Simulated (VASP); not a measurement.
Wanted: the native input for a VASP 6.6.1 run.

```yaml
Task: single point
Functional: LDA
Potentials_or_basis: VASP PAW LDA potentials, release 64 (Tl_d)
Cutoff: 520 eV
k_mesh: 11 × 11 × 11
Occupations: fermi-dirac, width 0.136057 eV
Spin: no spin polarisation
Dipole_correction: no
Further_INCAR_settings: ALGO = Normal; EDIFF = 1e-06; NBANDS = 12
```

The structure of Tl lies in POSCAR:

```
Tl
1.0
    3.0924547685      0.0000000000      0.0000000000
    0.0000000000      3.0924547685      0.0000000000
    0.0000000000      0.0000000000      3.0924547685
Tl
1
Direct
    0.0000000000      0.0000000000      0.0000000000
```

These files were run (other wordings do the same):

INCAR

```
  PREC = Accurate
  ENCUT = 520
  EDIFF = 1E-6
  ISMEAR = -1
  SIGMA = 0.13605693000000002
  LREAL = False
  LASPH = True
  NELM = 60
  ALGO = Normal
  ISIF = 2
  LWAVE = False
  LCHARG = False
  GGA = CA
  NBANDS = 12
```

KPOINTS

```
regular mesh
0
Gamma
  11 11 11
```

Potentials or basis: VASP PAW LDA potentials, release 64 (Tl_d).

Run with:

```bash
$ cat potpaw_LDA.64/Tl_d/POTCAR > POTCAR
$ mpirun -np 1 vasp_std > vasp.out
```

Results of the run:

```yaml
Pressure: 0.1 GPa
```

Wall time 6.5 s on 1 thread of Intel(R) Xeon(R) Platinum 8488C (Sapphire Rapids), with other jobs on the host, peak memory 0.13 GiB.
